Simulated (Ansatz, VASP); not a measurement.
SiC in VASP and in Ansatz

```
Si C
1.0
     3.09658    0.00000    0.00000
    -1.54829    2.68171    0.00000
     0.00000    0.00000   23.80000
Si C
1 1
Cartesian
  0.0000 1.7878 7.0000
  1.5483 0.8939 7.0000
```

Alike in both runs: functional PBE; k mesh 12 × 12 × 1; occupations gaussian, width 0.03 eV; no spin polarisation.

Ansatz relaxed the structure, and its values are those at the end. VASP's run is a single point on that final structure, the one shown.

|  | VASP | Ansatz |
| --- | --- | --- |
| version | VASP 6.6.1 | Ansatz 0.2.0 |
| potentials or method | VASP PAW PBE potentials, release 64 (Si, C), cutoff 520 eV | scalar-relativistic, plane waves, PAW |
| valence electrons in the cell | 8 | 8 |

|  | VASP | Ansatz | Ansatz less VASP |
| --- | --- | --- | --- |
| gap on the k mesh at the Fermi level (eV) | 2.54 | 2.54 | +0.008 |
| least direct gap on the mesh (eV) | 2.55 | 2.56 | +0.008 |

Ansatz's warnings: slab cell height set, structure snapped to symmetry, xc potential rough in thin density.
